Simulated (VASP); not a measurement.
Set up this calculation in VASP 6.6.1, as the native input.

```yaml
Task: single point
Functional: PBE
Potentials_or_basis: VASP PAW PBE potentials, release 64 (Ta_pv, N)
Cutoff: 520 eV
k_mesh: 18 × 18 × 18
Occupations: gaussian, width 0.15 eV
Spin: no spin polarisation
Dipole_correction: no
Further_INCAR_settings: ALGO = Normal; EDIFF = 1e-07; NBANDS = 15
```

The structure of TaN lies in POSCAR:

```
TaN
1.0
    0.0000000000      2.2334750000      2.1245250000
    2.2334750000      0.0000000000      2.1245250000
    2.2334750000      2.2334750000      0.0000000000
Ta N
1 1
Direct
    0.5000000000      0.5000000000      0.5000000000
    0.0000000000      0.0000000000      0.0000000000
```

This cell differs from its parent crystal: strain +0.025 along x and y, -0.025 along z.

One way to write it, as run:

INCAR

```
SYSTEM = TaN
  PREC = Accurate
  ENCUT = 520
  EDIFF = 1E-7
  ISMEAR = 0
  SIGMA = 0.15
  LREAL = .FALSE.
  LASPH = .TRUE.
  NELM = 80
  ALGO = Normal
  ISIF = 2
  LWAVE = .FALSE.
  LCHARG = .FALSE.
  GGA = PE
  NBANDS = 15
```

KPOINTS

```
regular mesh
0
G
  18 18 18
  0 0 0
```

Potentials or basis: VASP PAW PBE potentials, release 64 (Ta_pv, N).

Run with:

```console
$ cat potpaw_PBE.64/Ta_pv/POTCAR potpaw_PBE.64/N/POTCAR > POTCAR
$ mpirun -np 1 vasp_std > vasp.out
```

Results of the run:

The pressure is 8.6 GPa and the band gap on the k mesh is zero (bands 8 and 9 overlap by 3.96 eV).

Caveat: the cell differs from its parent crystal (strain +0.025 along x and y, -0.025 along z); the cell stands under pressure; spin-orbit coupling is left out, which moves the levels of the heavy elements.

Run time: 56 s on 1 thread of Intel(R) Xeon(R) 6975P-C (Granite Rapids), with other jobs on the host, peak memory 0.26 GiB.
